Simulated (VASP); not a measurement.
# RbH3 in VASP: notebook

The runs below take RbH3 through single point, with PBE.

Everything below comes from runs of VASP 6.6.1. Logs are shortened: lines on timing, memory, paths and dates and some standing lists are left out, and cuts for length are marked.

### 1 The cell of the first run

It takes space group Cmm2 (No. 35, orthorhombic). Conventional cell: a = 4.448 Å, b = 7.300 Å, c = 3.600 Å, α = 90.00°, β = 90.00°, γ = 90.00°. Within 3.8 Å of Rb (site symmetry mm2) lie 16 H at 2.86 to 3.17 Å and 2 Rb at 3.60 Å. H (site symmetry m) has 1 H at 1.05 Å within 1.4 Å. H (site symmetry mm2) has 2 H at 1.05 Å within 1.4 Å.

### 2 Single point, PBE

Input file INCAR:

```
SYSTEM = RbH3
PREC = Accurate
ENCUT = 520
EDIFF = 1E-7
ISMEAR = 0
SIGMA = 0.1
LREAL = .False.
LASPH = .True.
NELM = 100
ALGO = Normal
ISIF = 2
LWAVE = .False.
LCHARG = .True.
GGA = PE
LELF = .True.
LVHAR = .True.
NBANDS = 14
```

Input file KPOINTS:

```
regular mesh
0
Gamma
  4 4 6
  0 0 0
```

Input file POSCAR:

```
RbH3
1.0
    2.2241372494     -3.6501981999      0.0000000000
    2.2241372494      3.6501981999      0.0000000000
    0.0000000000      0.0000000000      3.6001530304
Rb H
1 3
Direct
    0.0000000000      0.0000000000      0.6431461406
    0.6436207684      0.3563792316      0.1442097657
    0.3563792316      0.6436207684      0.1442097657
    0.5000000000      0.5000000000      1.1445971282
```

Potentials or basis: VASP PAW PBE potentials, release 64 (Rb_sv, H).

The run is started by

```
cat potpaw_PBE.64/Rb_sv/POTCAR potpaw_PBE.64/H/POTCAR > POTCAR
mpirun -np 1 vasp_std > vasp.out
```

OUTCAR:

```text
SYSTEM = RbH3
   PREC = Accurate
   ENCUT = 520
   EDIFF = 1E-7
   ISMEAR = 0
   LREAL = .False.
   LASPH = .True.
   NELM = 100
   ISIF = 2
   GGA = PE

 ion  position               nearest neighbor table
   1  0.000  0.000  0.643-   4 2.86   4 2.86   4 2.86   4 2.86   2 3.05   3 3.05   2 3.05   3 3.05
                             3 3.05   2 3.05   2 3.05   3 3.05   3 3.16   2 3.16   2 3.17   3 3.17
   2  0.644  0.356  0.144-   1 3.05   1 3.05   1 3.05   1 3.05   1 3.16   1 3.17
   3  0.356  0.644  0.144-   1 3.05   1 3.05   1 3.05   1 3.05   1 3.16   1 3.17
   4  0.500  0.500  0.145-   1 2.86   1 2.86   1 2.86   1 2.86

  LATTYP: Found a base centered orthorhombic cell.
 ALAT       =     4.4482744988
 B/A-ratio  =     1.6411748874
 C/A-ratio  =     0.8093369758

  Lattice vectors:

 A1 = (   2.2241372494,  -3.6501981999,   0.0000000000)
 A2 = (   2.2241372494,   3.6501981999,   0.0000000000)
 A3 = (   0.0000000000,   0.0000000000,   3.6001530304)

Analysis of symmetry for initial positions (statically):
=====================================================================
 Subroutine PRICEL returns:
 Original cell was already a primitive cell.

 Routine SETGRP: Setting up the symmetry group for a
 base centered orthorhombic supercell.

 Subroutine GETGRP returns: Found  4 space group operations
 (whereof  4 operations were pure point group operations)
 out of a pool of  8 trial point group operations.

The static configuration has the point symmetry C_2v.

Analysis of symmetry for dynamics (positions and initial velocities):
=====================================================================
 Subroutine PRICEL returns:
 Original cell was already a primitive cell.

 Routine SETGRP: Setting up the symmetry group for a
 base centered orthorhombic supercell.

 Subroutine GETGRP returns: Found  4 space group operations
 (whereof  4 operations were pure point group operations)
 out of a pool of  8 trial point group operations.

The dynamic configuration has the point symmetry C_2v.

 Subroutine INISYM returns: Found  4 space group operations
 (whereof  4 operations are pure point group operations),
 and found     1 'primitive' translations

----------------------------------------------------------------------------------------

                                     Primitive cell

  volume of cell :      58.4560

  direct lattice vectors                    reciprocal lattice vectors
     2.224137249 -3.650198200  0.000000000     0.224806270 -0.136978863  0.000000000
     2.224137249  3.650198200  0.000000000     0.224806270  0.136978863  0.000000000
     0.000000000  0.000000000  3.600153030     0.000000000  0.000000000  0.277765970

  length of vectors
     4.274427845  4.274427845  3.600153030     0.263250961  0.263250961  0.277765970

  position of ions in fractional coordinates (direct lattice)
     0.000000000  0.000000000  0.643146141
     0.643620768  0.356379232  0.144209766
     0.356379232  0.643620768  0.144209766
     0.500000000  0.500000000  0.144597128

  ion indices of the primitive-cell ions
   primitive index   ion index
                 1           1
                 2           2
                 3           3
                 4           4

----------------------------------------------------------------------------------------

 KPOINTS: regular mesh

Automatic generation of k-mesh.
 Grid dimensions read from file:
 generate k-points for:    4    4    6

 Generating k-lattice:

  Cartesian coordinates                     Fractional coordinates (reciprocal lattice)
     0.056201568 -0.034244716  0.000000000     0.250000000  0.000000000  0.000000000
     0.056201568  0.034244716  0.000000000     0.000000000  0.250000000  0.000000000
     0.000000000  0.000000000  0.046294328     0.000000000  0.000000000  0.166666667

  Length of vectors
     0.065812740  0.065812740  0.046294328

  Shift w.r.t. Gamma in fractional coordinates (k-lattice)
     0.000000000  0.000000000  0.000000000

 Subroutine IBZKPT returns following result:
 ===========================================

 Found     28 irreducible k-points:

 Following reciprocal coordinates:
            Coordinates               Weight
  0.000000  0.000000  0.000000      1.000000
  0.250000 -0.000000  0.000000      4.000000
  0.500000 -0.000000  0.000000      2.000000
  0.250000  0.250000  0.000000      2.000000
  0.500000  0.250000  0.000000      4.000000
 -0.250000  0.250000  0.000000      2.000000
[... 16 lines left out ...]
  0.250000 -0.000000  0.500000      4.000000
  0.500000 -0.000000  0.500000      2.000000
 [... further k-points ...]
   k-points           NKPTS =     28   k-points in BZ     NKDIM =     28   number of bands    NBANDS=     14
   number of dos      NEDOS =    301   number of ions     NIONS =      4
   total plane-waves  NPLWV =  28672
   dimension x,y,z NGX =    32 NGY =   32 NGZ =   28
   dimension x,y,z NGXF=    64 NGYF=   64 NGZF=   56
   ions per type =               1   3
   NGX,Y,Z   is equivalent  to a cutoff of  12.45, 12.45, 12.93 a.u.
   NGXF,Y,Z  is equivalent  to a cutoff of  24.89, 24.89, 25.86 a.u.
 SYSTEM =  RbH3
   PREC   = accura    normal or accurate (medium, high low for compatibility)
   ISTART =      0    job   : 0-new  1-cont  2-samecut
   ICHARG =      2    charge: 1-file 2-atom 10-const
   ISPIN  =      1    spin polarized calculation?
   LNONCOLLINEAR =      F non collinear calculations
   LSORBIT =      F    spin-orbit coupling
   LASPH  =      T    aspherical Exc in radial PAW
   ENCUT  =  520.0 eV  38.22 Ry    6.18 a.u.   7.95  7.95  6.69*2*pi/ulx,y,z
   NELM   =    100;   NELMIN=  2; NELMDL= -5     # of ELM steps
   EDIFF  = 0.1E-06   stopping-criterion for ELM
   LREAL  =      F    real-space projection
   EDIFFG = 0.1E-05   stopping-criterion for IOM
   NSW    =      0    number of steps for IOM
   IBRION =     -1    ionic relax: 0-MD 1-quasi-New 2-CG
   NFREE  =      0    steps in history (QN), initial steepest desc. (CG)
   ISIF   =      2    stress and relaxation
   ISYM   =      2    0-nonsym 1-usesym 2-fastsym
   POTIM  = 0.5000    time-step for ionic-motion
   TEBEG  =    0.0;   TEEND  =   0.0 temperature during run
   PSTRESS=    0.0 pullay stress
   NELECT =      12.0000    total number of electrons
   NUPDOWN=      -1.0000    fix difference up-down
   EMIN   =  10.00;   EMAX   =-10.00  energy-range for DOS
   EFERMI =   0.00;   METHOD = LEGACY
   ISMEAR =     0;   SIGMA  =   0.10  broadening in eV -4-tet -1-fermi 0-gaus
   EFERMI_NEDOS =   21; number of points for ismear=-14 and -15
   IALGO  =     38    algorithm
   IMIX   =      4    mixing-type and parameters
     AMIX     =   0.40;   BMIX     =  1.00
     AMIX_MAG =   1.60;   BMIX_MAG =  1.00
  volume/ion in A,a.u.               =      14.61        98.62
  Fermi-wavevector in a.u.,A,eV,Ry     =   0.965737  1.824979 12.689448  0.932648
  Thomas-Fermi vector in A             =   2.095479
   LORBIT       =      0    0 simple, 1 ext, 2 COOP (PROOUT), +10 PAW based schemes
   GGA     = PE    functional components
   LHFCALC =     F    Hartree Fock is set to
   AEXX    =    0.0000 exact exchange contribution
   IVDW    =     0    specifies the selected vdW correction
   LEPSILON=     F    determine dielectric tensor
   LRPA    =     F    only Hartree local field effects (RPA)
 non-spin polarized calculation
 Gauss-broadening in eV      SIGMA  =   0.10
  energy-cutoff  :      520.00
  volume of cell :       58.46
 maximum number of plane-waves:      1590
   NGX = 15   NGY = 15   NGZ = 13

 number of electron      11.9999999 magnetization

 Free energy of the ion-electron system (eV)
  ---------------------------------------------------
  ext. energy  EPLUGINS =         0.00000000
  ---------------------------------------------------
  free energy    TOTEN  =       -10.89102192 eV

  energy without entropy =      -10.89102192  energy(sigma->0) =      -10.89102192

 E-fermi :   1.3488     XC(G=0):  -7.6064

 val. band max:        0.8848640893   @ k =   0.0000   0.0000   0.5000
 cond. band min:       1.8129071976   @ k =   0.0000   0.0000   0.5000
 fundamental gap:      0.9280431083
 Fermi energy:         1.3487649847

 k-point     1 :       0.0000    0.0000    0.0000
  band No.  band energies     occupation
      1     -27.1965      2.00000
      2     -11.1772      2.00000
      3     -11.0934      2.00000
      4     -10.8965      2.00000
      5      -7.1638      2.00000
      6       0.4291      2.00000
      7       2.5655      0.00000
      8       4.4133      0.00000
      9       4.9404      0.00000
     10       7.4123      0.00000
     11       9.4298      0.00000
     12       9.5005      0.00000
     13       9.5067      0.00000
     14       9.7285      0.00000

 k-point     2 :       0.2500   -0.0000    0.0000
  band No.  band energies     occupation
      1     -27.1855      2.00000
      2     -11.4319      2.00000
      3     -11.1487      2.00000
      4     -10.8807      2.00000
      5      -6.6359      2.00000
      6      -0.7561      2.00000
      7       3.4236      0.00000
      8       4.4294      0.00000
      9       5.8965      0.00000
     10       7.2421      0.00000
     11       7.6008      0.00000
     12       9.4334      0.00000
     13       9.5381      0.00000
     14      10.8787      0.00000

 k-point     3 :       0.5000   -0.0000    0.0000
  band No.  band energies     occupation
      1     -27.1744      2.00000
      2     -11.6598      2.00000
      3     -11.1923      2.00000
      4     -10.8649      2.00000
      5      -6.0806      2.00000
      6      -1.6046      2.00000
      7       3.4799      0.00000
      8       4.9599      0.00000
      9       6.5174      0.00000
     10       6.9391      0.00000
     11       8.2494      0.00000
     12       9.2185      0.00000
     13       9.2799      0.00000
     14       9.8059      0.00000

 k-point     4 :       0.2500    0.2500    0.0000
  band No.  band energies     occupation
      1     -27.1744      2.00000
      2     -11.5968      2.00000
      3     -11.2618      2.00000
      4     -10.8649      2.00000
      5      -6.1309      2.00000
      6      -1.1852      2.00000
      7       2.2834      0.00000
      8       5.1620      0.00000
      9       7.1512      0.00000
     10       7.6117      0.00000
     11       8.0709      0.00000
     12       8.6457      0.00000
     13       9.6179      0.00000
     14      10.1708      0.00000

 k-point     5 :       0.5000    0.2500    0.0000
  band No.  band energies     occupation
      1     -27.1727      2.00000
      2     -11.4985      2.00000
      3     -11.3178      2.00000
      4     -10.8632      2.00000
      5      -6.2828      2.00000
      6      -1.6323      2.00000
      7       3.3124      0.00000
      8       6.2509      0.00000
      9       6.7417      0.00000
     10       7.4830      0.00000
     11       7.9795      0.00000
[... 276 lines left out ...]
 k-point    22 :       0.0000    0.0000    0.5000
  band No.  band energies     occupation
      1     -27.1086      2.00000
      2     -11.9764      2.00000
      3     -11.0578      2.00000
      4     -10.9871      2.00000
      5      -6.2134      2.00000
      6       0.8849      2.00000
      7       1.8129      0.00000
      8       5.1379      0.00000
      9       5.2859      0.00000
     10       6.2444      0.00000
     11       6.4398      0.00000
     12       6.6911      0.00000
     13       9.6661      0.00000
     14      10.3151      0.00000

 k-point    23 :       0.2500   -0.0000    0.5000
  band No.  band energies     occupation
      1     -27.0994      2.00000
      2     -11.8756      2.00000
      3     -11.1862      2.00000
      4     -11.0320      2.00000
      5      -6.3680      2.00000
      6       0.1203      2.00000
      7       2.8007      0.00000
      8       4.4114      0.00000
      9       5.4138      0.00000
     10       5.7877      0.00000
     11       7.5448      0.00000
     12       7.7844      0.00000
     13      10.8959      0.00000
     14      11.7676      0.00000

 k-point    24 :       0.5000   -0.0000    0.5000
  band No.  band energies     occupation
      1     -27.0901      2.00000
      2     -11.7688      2.00000
      3     -11.3215      2.00000
      4     -11.0631      2.00000
      5      -6.5259      2.00000
      6      -0.4876      2.00000
      7       3.8900      0.00000
      8       3.9813      0.00000
      9       5.1131      0.00000
     10       7.3267      0.00000
     11       8.1121      0.00000
     12       9.0864      0.00000
     13       9.8986      0.00000
     14      10.6518      0.00000

 [... further k-points ...]
[... 5 lines left out ...]
  --------------------------------------------------------------------------------------
  -------------------------------------------------------------------------------------
  Total        0.0120240      0.0571809     -0.0248885      0.0000000      0.0000000      0.0000000
  in kB        0.3295584      1.5672305     -0.6821503      0.0000000      0.0000000      0.0000000
  external PRESSURE =       0.4048795 kB  Pullay stress =       0.0000000 kB

 VOLUME and BASIS-vectors are now :
 -----------------------------------------------------------------------------
  energy-cutoff  :      520.00
  volume of cell :       58.46
      direct lattice vectors                 reciprocal lattice vectors
     2.224137249 -3.650198200  0.000000000     0.224806270 -0.136978863  0.000000000
     2.224137249  3.650198200  0.000000000     0.224806270  0.136978863  0.000000000
     0.000000000  0.000000000  3.600153030     0.000000000  0.000000000  0.277765970

 POSITION                                       TOTAL-FORCE (eV/Angst)
 -----------------------------------------------------------------------------------
      0.00000      0.00000      2.31542         0.000000      0.000000      0.002749
      2.22414     -1.04849      0.51918        -0.000000     -0.004431      0.003056
      2.22414      1.04849      0.51918        -0.000000      0.004431      0.003056
      2.22414      0.00000      0.52057        -0.000000      0.000000     -0.008861
 -----------------------------------------------------------------------------------
    total drift:                                0.000000     -0.000000     -0.000036

  FREE ENERGIE OF THE ION-ELECTRON SYSTEM (eV)
  ---------------------------------------------------
  free  energy   TOTEN  =       -10.8910219219 eV

  energy  without entropy=      -10.8910219219  energy(sigma->0) =      -10.89102192
```

Run time: 12 s. Hardware: 1 thread of Intel Xeon Platinum 8488C (Sapphire Rapids), shared host; peak memory 0.17 GiB.

Results:

- Free energy: -10.8910 eV
- Pressure: 0.0 GPa
- Largest force: 0.009 eV/Å
- Band gap on the k mesh: 0.93 eV, direct

Forces on the atoms (eV/Å):
```
Rb   0.000  0.000  0.003
H    0.000 -0.004  0.003
H    0.000  0.004  0.003
H    0.000  0.000 -0.009
```

Stress tensor (GPa, compression positive):
```
 0.03  0.00  0.00
 0.00  0.16  0.00
 0.00  0.00 -0.07
```

A k mesh can miss the band edges. PBE gaps usually lie below the measured ones, often by a third to a half.

### 3 Single point, PBE

This run uses another cell than the first one, of 14.69 Å³/atom, 1.005 times its volume.

Input file INCAR:

```
SYSTEM = RbH3
  ALGO = Normal
  EDIFF = 1E-6
  ENCUT = 520
  GGA = PE
  ISIF = 2
  ISMEAR = 0
  LASPH = .TRUE.
  LCHARG = .FALSE.
  LREAL = .FALSE.
  LWAVE = .FALSE.
  NBANDS = 14
  NELM = 60
  PREC = Accurate
  SIGMA = 0.02
```

Input file KPOINTS:

```
k-points
0
G
  8 8 8
  0 0 0
```

Input file POSCAR:

```
RbH3
1.0
    2.2111838806     -3.6935372440      0.0000000000
    2.2111838806      3.6935372440      0.0000000000
    0.0000000000      0.0000000000      3.5982641330
Rb H
1 3
Direct
    0.0000000000      0.0000000000      0.0000000000
    0.6421379706      0.3578620294      0.5000000000
    0.3578620294      0.6421379706      0.5000000000
    0.5000000000      0.5000000000      0.5000000000
```

Potentials or basis: VASP PAW PBE potentials, release 64 (Rb_sv, H).

The run is started by

```
cat potpaw_PBE.64/Rb_sv/POTCAR potpaw_PBE.64/H/POTCAR > POTCAR
mpirun -np 1 vasp_std > vasp.out
```

Wall time 33 s (1 thread of Intel Xeon Platinum 8488C (Sapphire Rapids), shared host); peak memory 0.22 GiB.

The run converged. Its results:

| Property | Result |
| --- | --- |
| Free energy | -10.8945 eV |
| Pressure | -0.1 GPa |
| Largest force | 0.006 eV/Å |
| Band gap on the k mesh | 0.98 eV, direct |

Forces in eV/Å, atoms in the order of the input:
```
Rb   0.000  0.000  0.000
H    0.000  0.006  0.000
H    0.000 -0.006  0.000
H    0.000  0.000  0.000
```

Levels at points of the mesh, in eV from the valence-band top:
| k point | band 2 | band 3 | band 4 | band 5 | band 6 | band 7 | band 8 | band 9 | band 10 | band 11 |
| --- | --- | --- | --- | --- | --- | --- | --- | --- | --- | --- |
| (0.00, 0.00, 0.00) | -12.03 | -11.95 | -11.75 | -8.01 | -0.45 | 1.64 | 3.57 | 4.16 | 6.56 | 8.58 |
| (0.50, 0.00, 0.00) | -12.51 | -12.05 | -11.72 | -6.92 | -2.45 | 2.58 | 4.04 | 5.67 | 6.09 | 7.44 |
| (0.50, 0.50, 0.00) | -12.33 | -12.11 | -11.71 | -7.37 | -2.65 | 3.16 | 5.84 | 6.09 | 6.68 | 7.49 |
| (0.00, 0.00, 0.50) | -12.83 | -11.91 | -11.84 | -7.05 | 0.00 | 0.98 | 4.22 | 4.42 | 5.36 | 5.67 |
| (0.50, 0.00, 0.50) | -12.62 | -12.17 | -11.92 | -7.38 | -1.34 | 3.03 | 3.14 | 4.28 | 6.43 | 7.33 |
| (0.50, 0.50, 0.50) | -12.69 | -12.13 | -11.98 | -6.71 | -2.88 | 2.55 | 3.32 | 4.94 | 6.99 | 7.38 |

A k mesh can miss the band edges.
